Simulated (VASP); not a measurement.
# SrTl (Pm-3m) in VASP: notebook

Runs on SrTl. Level: LDA. Tasks: single point.

Program: VASP 6.6.1. These are calculated values, not measurements. Logs are shortened: lines on timing, memory, paths and dates and some standing lists are left out, and cuts for length are marked.

**1. The cell of the first run**

The structure is cubic, space group Pm-3m (No. 221). Conventional cell: a = 4.005 Å, b = 4.005 Å, c = 4.005 Å, α = 90.00°, β = 90.00°, γ = 90.00°. Sr (site symmetry m-3m) has 8 Tl at 3.47 Å and 6 Sr at 4.00 Å within 4.6 Å. Tl (site symmetry m-3m) has 8 Sr at 3.47 Å and 6 Tl at 4.00 Å within 4.6 Å.

**2. Single point, LDA (32.12 Å³/atom)**

File INCAR:

```
SYSTEM = SrTl
  PREC = Accurate
  ENCUT = 520
  EDIFF = 1E-6
  ISMEAR = -1
  SIGMA = 0.05
  LREAL = .False.
  LASPH = .True.
  NELM = 60
  ALGO = Normal
  ISIF = 2
  LWAVE = .False.
  LCHARG = .True.
  GGA = CA
  LELF = .True.
  LVHAR = .True.
  NBANDS = 18
```

File KPOINTS:

```
regular mesh
0
Gamma
  8 8 8
  0 0 0
```

File POSCAR:

```
SrTl
1.0
    4.0049387820      0.0000000000      0.0000000000
    0.0000000000      4.0049387820      0.0000000000
    0.0000000000      0.0000000000      4.0049387820
Sr Tl
1 1
Direct
    0.0000000000      0.0000000000      0.0000000000
    0.5000000000      0.5000000000      0.5000000000
```

Potentials or basis: VASP PAW LDA potentials, release 64 (Sr_sv, Tl_d).

The run is started by

```
$ cat potpaw_LDA.64/Sr_sv/POTCAR potpaw_LDA.64/Tl_d/POTCAR > POTCAR
$ mpirun -np 1 vasp_std > vasp.out
```

OUTCAR:

```text
SYSTEM = SrTl
   PREC = Accurate
   ENCUT = 520
   EDIFF = 1E-6
   ISMEAR = -1
   LREAL = .False.
   LASPH = .True.
   NELM = 60
   ISIF = 2
   GGA = CA

 ion  position               nearest neighbor table
   1  0.000  0.000  0.000-   2 3.47   2 3.47   2 3.47   2 3.47   2 3.47   2 3.47   2 3.47   2 3.47

   2  0.500  0.500  0.500-   1 3.47   1 3.47   1 3.47   1 3.47   1 3.47   1 3.47   1 3.47   1 3.47

  LATTYP: Found a simple cubic cell.
 ALAT       =     4.0049387820

  Lattice vectors:

 A1 = (   4.0049387820,   0.0000000000,   0.0000000000)
 A2 = (   0.0000000000,   4.0049387820,   0.0000000000)
 A3 = (   0.0000000000,   0.0000000000,   4.0049387820)

Analysis of symmetry for initial positions (statically):
=====================================================================
 Subroutine PRICEL returns:
 Original cell was already a primitive cell.

 Routine SETGRP: Setting up the symmetry group for a
 simple cubic supercell.

 Subroutine GETGRP returns: Found 48 space group operations
 (whereof 48 operations were pure point group operations)
 out of a pool of 48 trial point group operations.

The static configuration has the point symmetry O_h .

Analysis of symmetry for dynamics (positions and initial velocities):
=====================================================================
 Subroutine PRICEL returns:
 Original cell was already a primitive cell.

 Routine SETGRP: Setting up the symmetry group for a
 simple cubic supercell.

 Subroutine GETGRP returns: Found 48 space group operations
 (whereof 48 operations were pure point group operations)
 out of a pool of 48 trial point group operations.

The dynamic configuration has the point symmetry O_h .

 Subroutine INISYM returns: Found 48 space group operations
 (whereof 48 operations are pure point group operations),
 and found     1 'primitive' translations

----------------------------------------------------------------------------------------

                                     Primitive cell

  volume of cell :      64.2374

  direct lattice vectors                    reciprocal lattice vectors
     4.004938782  0.000000000  0.000000000     0.249691707  0.000000000  0.000000000
     0.000000000  4.004938782  0.000000000     0.000000000  0.249691707  0.000000000
     0.000000000  0.000000000  4.004938782     0.000000000  0.000000000  0.249691707

  length of vectors
[... 78 lines left out ...]
   LSORBIT =      F    spin-orbit coupling
   LASPH  =      T    aspherical Exc in radial PAW
   ENCUT  =  520.0 eV  38.22 Ry    6.18 a.u.   7.45  7.45  7.45*2*pi/ulx,y,z
   NELM   =     60;   NELMIN=  2; NELMDL= -5     # of ELM steps
   EDIFF  = 0.1E-05   stopping-criterion for ELM
   LREAL  =      F    real-space projection
   EDIFFG = 0.1E-04   stopping-criterion for IOM
   NSW    =      0    number of steps for IOM
   IBRION =     -1    ionic relax: 0-MD 1-quasi-New 2-CG
   NFREE  =      0    steps in history (QN), initial steepest desc. (CG)
   ISIF   =      2    stress and relaxation
   ISYM   =      2    0-nonsym 1-usesym 2-fastsym
   POTIM  = 0.5000    time-step for ionic-motion
   TEBEG  =    0.0;   TEEND  =   0.0 temperature during run
   PSTRESS=    0.0 pullay stress
   NELECT =      23.0000    total number of electrons
   NUPDOWN=      -1.0000    fix difference up-down
   EMIN   =  10.00;   EMAX   =-10.00  energy-range for DOS
   EFERMI =   0.00;   METHOD = LEGACY
   ISMEAR =    -1;   SIGMA  =   0.05  broadening in eV -4-tet -1-fermi 0-gaus
   EFERMI_NEDOS =   21; number of points for ismear=-14 and -15
   IALGO  =     38    algorithm
   IMIX   =      4    mixing-type and parameters
     AMIX     =   0.40;   BMIX     =  1.00
     AMIX_MAG =   1.60;   BMIX_MAG =  1.00
  volume/ion in A,a.u.               =      32.12       216.75
  Fermi-wavevector in a.u.,A,eV,Ry     =   1.162487  2.196783 18.386597  1.351377
  Thomas-Fermi vector in A             =   2.299048
   LORBIT       =      0    0 simple, 1 ext, 2 COOP (PROOUT), +10 PAW based schemes
   GGA     = CA    functional components
   LHFCALC =     F    Hartree Fock is set to
   AEXX    =    0.0000 exact exchange contribution
   IVDW    =     0    specifies the selected vdW correction
   LEPSILON=     F    determine dielectric tensor
   LRPA    =     F    only Hartree local field effects (RPA)
 non-spin polarized calculation
  energy-cutoff  :      520.00
  volume of cell :       64.24
 maximum number of plane-waves:      1751
 NGX is ok and might be reduce to    30
   NGX = 15   NGY = 15   NGZ = 15

 number of electron      23.0000010 magnetization

 Free energy of the ion-electron system (eV)
  ---------------------------------------------------
  ext. energy  EPLUGINS =         0.00000000
  ---------------------------------------------------
  free energy    TOTEN  =        -5.88171238 eV

  energy without entropy =       -5.86788308  energy(sigma->0) =       -5.87479773

 E-fermi :   4.3604     XC(G=0):  -9.6781

 val. band max:        4.3454264064   @ k =   0.2500   0.2500   0.2500
 cond. band min:       4.4076610501   @ k =   0.3750   0.2500   0.1250
 fundamental gap:      0.0622346437
 Fermi energy:         4.3603930282

 k-point     1 :       0.0000    0.0000    0.0000
  band No.  band energies     occupation
      1     -31.2023      2.00000
      2     -13.2533      2.00000
      3     -13.2533      2.00000
      4     -13.2533      2.00000
      5      -7.0987      2.00000
      6      -7.0987      2.00000
[... 481 lines left out ...]
      5      -7.0791      2.00000
      6      -7.0217      2.00000
[... 10 lines left out ...]
     17      10.4938      0.00000
     18      10.9713      0.00000

 [... further k-points ...]

------------------------ aborting loop because EDIFF is reached ----------------------------------------

  FORCE on cell =-STRESS in cart. coord.  units (eV):
  Direction    XX          YY          ZZ          XY          YZ          ZX
  --------------------------------------------------------------------------------------
  -------------------------------------------------------------------------------------
  Total       -0.4816767     -0.4816767     -0.4816767      0.0000000      0.0000000     -0.0000000
  in kB      -12.0137488    -12.0137488    -12.0137488      0.0000000      0.0000000     -0.0000000
  external PRESSURE =     -12.0137488 kB  Pullay stress =       0.0000000 kB

 VOLUME and BASIS-vectors are now :
 -----------------------------------------------------------------------------
  energy-cutoff  :      520.00
  volume of cell :       64.24
      direct lattice vectors                 reciprocal lattice vectors
     4.004938782  0.000000000  0.000000000     0.249691707  0.000000000  0.000000000
     0.000000000  4.004938782  0.000000000     0.000000000  0.249691707  0.000000000
     0.000000000  0.000000000  4.004938782     0.000000000  0.000000000  0.249691707

 POSITION                                       TOTAL-FORCE (eV/Angst)
 -----------------------------------------------------------------------------------
      0.00000      0.00000      0.00000         0.000000      0.000000      0.000000
      2.00247      2.00247      2.00247         0.000000      0.000000      0.000000
 -----------------------------------------------------------------------------------
    total drift:                                0.000000      0.000000      0.000000

  FREE ENERGIE OF THE ION-ELECTRON SYSTEM (eV)
  ---------------------------------------------------
  free  energy   TOTEN  =        -5.8817123796 eV

  energy  without entropy=       -5.8678830840  energy(sigma->0) =       -5.87479773
```

stdout:

```text
POSCAR found type information on POSCAR SrTl
 POSCAR found :  2 types and       2 ions
 scaLAPACK will be used
 LDA part: xc-table for (Slater(with rela. corr.)+CA(PZ))
 , standard interpolation
 POSCAR, INCAR and KPOINTS ok, starting setup
 FFT: planning ... GRIDC
 FFT: planning ... GRID_SOFT
 FFT: planning ... GRID
 WAVECAR not read
 entering main loop
```

Run time: 47 s. Hardware: 1 thread of Intel Xeon 8259CL, shared host; peak memory 0.17 GiB.

What came out:

```yaml
Free_energy: -5.8817 eV
Pressure: -1.2 GPa
Band_gap_on_the_k_mesh: zero (an odd number of electrons rules out a gap without spin polarisation)
```

Caveat: spin-orbit coupling is left out, which moves the levels of the heavy elements.

**3. Single point, LDA (32.45 Å³/atom)**

This run uses another cell than the first one, of 32.45 Å³/atom.

File INCAR:

```
PREC = Accurate ; ENCUT = 520
EDIFF = 1E-6 ; ISMEAR = -1
SIGMA = 0.05 ; LREAL = False
LASPH = True ; NELM = 80
ALGO = Normal ; ISIF = 2
LWAVE = False ; LCHARG = True
GGA = CA ; LELF = True
LVHAR = True ; NBANDS = 18
```

File KPOINTS:

```
regular mesh
0
Gamma
  8 8 8
```

File POSCAR:

```
SrTl
1.0
    4.0185149494      0.0000000000      0.0000000000
    0.0000000000      4.0185149494      0.0000000000
    0.0000000000      0.0000000000      4.0185149494
Sr Tl
1 1
Direct
    0.0000000000      0.0000000000      0.0000000000
    0.5000000000      0.5000000000      0.5000000000
```

Potentials or basis: VASP PAW LDA potentials, release 64 (Sr_sv, Tl_d).

The run is started by

```
$ cat potpaw_LDA.64/Sr_sv/POTCAR potpaw_LDA.64/Tl_d/POTCAR > POTCAR
$ mpirun -np 1 vasp_std > vasp.out
```

Run time: 48 s. Hardware: 1 thread of Intel Xeon 8259CL, shared host; peak memory 0.18 GiB.

It converged, with:

```yaml
Free_energy: -5.8764 eV
Pressure: -1.5 GPa
Band_gap_on_the_k_mesh: zero (an odd number of electrons rules out a gap without spin polarisation)
```

Levels at points of the mesh, in eV from the Fermi level:
| k point | band 8 | band 9 | band 10 | band 11 | band 12 | band 13 | band 14 | band 15 | band 16 | band 17 |
| --- | --- | --- | --- | --- | --- | --- | --- | --- | --- | --- |
| (0.00, 0.00, 0.00) | -11.32 | -11.32 | -7.94 | 1.22 | 1.22 | 2.91 | 2.91 | 2.91 | 4.46 | 5.07 |
| (0.50, 0.00, 0.00) | -11.31 | -11.28 | -6.39 | -3.00 | 1.57 | 1.59 | 1.59 | 5.05 | 5.93 | 6.43 |
| (0.50, 0.50, 0.00) | -11.37 | -11.19 | -6.00 | -0.79 | -0.79 | 0.96 | 3.71 | 3.71 | 4.64 | 4.77 |
| (0.50, 0.50, 0.50) | -11.19 | -11.19 | -4.71 | -1.47 | -1.47 | -1.47 | 4.48 | 4.48 | 4.48 | 6.42 |

Caveat: spin-orbit coupling is left out, which moves the levels of the heavy elements.

**4. Single point, LDA (33.10 Å³/atom)**

This run uses another cell than the first one, of 33.10 Å³/atom.

File INCAR:

```
PREC = Accurate
ENCUT = 520
EDIFF = 1E-7
ISMEAR = -1
SIGMA = 0.05
LREAL = F
LASPH = T
NELM = 100
ALGO = Normal
ISIF = 2
LWAVE = F
LCHARG = T
LELF = T
LVHAR = T
NBANDS = 18
```

KPOINTS is that of step 3.

File POSCAR:

```
SrTl
1.0
    4.0453954472      0.0000000000      0.0000000000
    0.0000000000      4.0453954472      0.0000000000
    0.0000000000      0.0000000000      4.0453954472
Sr Tl
1 1
Direct
    0.0000000000      0.0000000000      0.0000000000
    0.5000000000      0.5000000000      0.5000000000
```

The run is started by

```
$ cat potpaw_LDA.64/Sr_sv/POTCAR potpaw_LDA.64/Tl_d/POTCAR > POTCAR
$ mpirun -np 1 vasp_std > vasp.out
```

Wall time 52 s (1 thread of Intel Xeon 8259CL, shared host); peak memory 0.18 GiB.

Results (log left out):

```yaml
Free_energy: -5.8623 eV
Pressure: -2.0 GPa
Band_gap_on_the_k_mesh: zero (an odd number of electrons rules out a gap without spin polarisation)
```

Levels at points of the mesh, in eV from the Fermi level:
| k point | band 10 | band 11 | band 12 | band 13 | band 14 | band 15 |
| --- | --- | --- | --- | --- | --- | --- |
| (0.00, 0.00, 0.00) | -7.86 | 1.23 | 1.23 | 2.85 | 2.85 | 2.85 |
| (0.50, 0.00, 0.00) | -6.37 | -2.96 | 1.58 | 1.58 | 1.59 | 4.99 |
| (0.50, 0.50, 0.00) | -5.97 | -0.79 | -0.79 | 0.93 | 3.67 | 3.67 |
| (0.50, 0.50, 0.50) | -4.73 | -1.42 | -1.42 | -1.42 | 4.38 | 4.38 |

Caveat: spin-orbit coupling is left out, which moves the levels of the heavy elements.

**5. Single point, LDA (33.43 Å³/atom)**

This run uses another cell than the first one, of 33.43 Å³/atom.

File INCAR:

```
PREC = Accurate
ENCUT = 520
EDIFF = 1E-6
ISMEAR = -1
SIGMA = 0.05
LREAL = F
LASPH = T
NELM = 80
ALGO = Normal
ISIF = 2
LWAVE = F
LCHARG = F
NBANDS = 18
```

KPOINTS is that of step 4.

File POSCAR:

```
SrTl
1.0
    4.0587027649      0.0000000000      0.0000000000
    0.0000000000      4.0587027649      0.0000000000
    0.0000000000      0.0000000000      4.0587027649
Sr Tl
1 1
Direct
    0.0000000000      0.0000000000      0.0000000000
    0.5000000000      0.5000000000      0.5000000000
```

The run is started by

```
$ cat potpaw_LDA.64/Sr_sv/POTCAR potpaw_LDA.64/Tl_d/POTCAR > POTCAR
$ mpirun -np 1 vasp_std > vasp.out
```

Run time: 42 s. Hardware: 1 thread of Intel Xeon 8259CL, shared host; peak memory 0.18 GiB.

Results (log left out):

```
Free energy            : -5.8536 eV
Pressure               : -2.3 GPa
Band gap on the k mesh : zero (an odd number of electrons rules out a gap without spin polarisation)
```

Levels at points of the mesh, in eV from the Fermi level:
```csv
k point,band 10,band 11,band 12,band 13,band 14,band 15
"(0.00, 0.00, 0.00)",-7.83,1.23,1.23,2.83,2.83,2.83
"(0.50, 0.00, 0.00)",-6.36,-2.94,1.58,1.58,1.59,4.96
"(0.50, 0.50, 0.00)",-5.96,-0.79,-0.79,0.92,3.65,3.65
"(0.50, 0.50, 0.50)",-4.74,-1.40,-1.40,-1.40,4.33,4.33
```

Caveat: spin-orbit coupling is left out, which moves the levels of the heavy elements.

[end of part 1 of 2]
